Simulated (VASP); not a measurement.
Input of a VASP 6.6.1 run:

INCAR

```
SYSTEM = Al3Cu
PREC = Accurate
ENCUT = 520
EDIFF = 1E-6
ISMEAR = 0
SIGMA = 0.1
LREAL = .False.
LASPH = .True.
NELM = 80
ALGO = Fast
ISIF = 2
LWAVE = .False.
LCHARG = .False.
GGA = PS
NBANDS = 18
```

The input KPOINTS:

```
regular mesh
0
Gamma
  12 12 12
  0 0 0
```

Contents of POSCAR:

```
Al3Cu
1.0
    3.7933198057      0.0000000000      0.0000000000
    0.0000000000      3.7933198057      0.0000000000
    0.0000000000      0.0000000000      3.7933198057
Al Cu
3 1
Direct
    0.0000000000      0.5000000000      0.5000000000
    0.5000000000      0.0000000000      0.5000000000
    0.5000000000      0.5000000000      0.0000000000
    0.0000000000      0.0000000000      0.0000000000
```

Potentials or basis: VASP PAW PBE potentials, release 64 (Al, Cu).

Launch:

```bash
$ cat potpaw_PBE.64/Al/POTCAR potpaw_PBE.64/Cu/POTCAR > POTCAR
$ mpirun -np 1 vasp_std > vasp.out
```

(1) What does it give for the pressure?

(2) What does it give for the band gap on the k mesh?

Results:

(1) 9.3 GPa.

(2) zero (bands 10 and 11 overlap by 4.05 eV).

Caveat: the cell differs from its parent crystal (strained); the cell stands under pressure; the PAW data sets were made with another functional, which shifts forces and pressure a little.
